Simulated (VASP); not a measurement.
Input of a VASP 6.6.1 run:

INCAR

```
PREC = Accurate ; ENCUT = 600
EDIFF = 1E-6 ; ISMEAR = -1
SIGMA = 0.1 ; LREAL = F
LASPH = T ; NELM = 80
ALGO = Normal ; ISIF = 3
LWAVE = F ; LCHARG = F
GGA = PE ; IBRION = 2
NSW = 32 ; EDIFFG = -0.005
PSTRESS = 2800.0
```

The input KPOINTS:

```
regular mesh
0
Gamma
  21 21 21
```

The input POSCAR:

```
Zn
1.0
    0.0000000000      1.5593815019      1.5593815019
    1.5593815019      0.0000000000      1.5593815019
    1.5593815019      1.5593815019      0.0000000000
Zn
1
Direct
    0.0000000000      0.0000000000      0.0000000000
```

Potentials or basis: VASP PAW PBE potentials, release 64 (Zn).

Command:

```bash
$ cat potpaw_PBE.64/Zn/POTCAR > POTCAR
$ mpirun -np 1 vasp_std > vasp.out
```

Task: What does it give for the relaxed cell?

Result: a = 2.209 Å, b = 2.209 Å, c = 2.209 Å, α = 60.00°, β = 60.00°, γ = 60.00°.

Task: What does it give for the space group after relaxing (to 0.05 Å)?

Result: Fm-3m (No. 225).

Step by step:
```tsv
step	energy change (eV)	largest force (eV/Å)	pressure (GPa)	volume (Å³)
1	0.0000	0.0000	285.39	7.58
2	-0.4700	0.0000	246.57	7.87
3	-0.0660	0.0000	280.05	7.62
```

Caveat: the cell is relaxed towards a set pressure, so the enthalpy falls and the energy may rise.
